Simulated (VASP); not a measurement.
**Na2Pd: single point with PBE**

The system is Na2Pd.

```
Na Pd
1.0
     3.13084    0.00000    0.00000
    -1.56542    2.71139    0.00000
     0.00000    0.00000    7.96545
Na Pd
2 1
Direct
  0.33333 0.66667 0.28639
  0.66667 0.33333 0.71361
  0.00000 0.00000 0.00000
```

The cell was generated, and may not be a known phase.

```json
{"Program": "VASP 6.6.1", "Task": "single point", "Functional": "PBE", "Potentials or basis": "VASP PAW PBE potentials, release 64 (Na_pv, Pd)", "Cutoff": "520 eV", "k mesh": "18 × 18 × 6", "Occupations": "gaussian, width 0.1 eV", "Spin": "no spin polarisation"}
```

| Quantity | Value |
| --- | --- |
| Pressure | 0.0 GPa |
| Largest force | 0.008 eV/Å |
| Band gap on the k mesh | zero (bands 12 and 13 overlap by 4.02 eV) |

Forces on the atoms (eV/Å):
```
Na   0.000  0.000  0.008
Na   0.000  0.000 -0.008
Pd   0.000  0.000  0.000
```

Levels at points of the mesh, in eV from the Fermi level:
```tsv
k point	band 8	band 9	band 10	band 11	band 12	band 13	band 14	band 15	band 16	band 17
(0.00, 0.00, 0.00)	-3.00	-1.74	-1.74	-1.53	-1.32	-1.06	-1.06	4.98	6.62	14.26
(0.50, 0.00, 0.00)	-2.58	-1.80	-1.33	-0.32	0.94	1.84	2.92	3.24	3.98	5.30
(0.00, 0.00, 0.50)	-3.21	-2.63	-1.74	-1.74	-1.06	-1.06	0.98	2.29	9.56	12.06
(0.50, 0.00, 0.50)	-2.59	-1.77	-1.33	-0.32	1.15	1.64	2.34	2.97	5.32	6.52
```

Wall time 3.6 min on 1 thread of Intel Xeon 8259CL, on a shared host, peak memory 0.36 GiB.
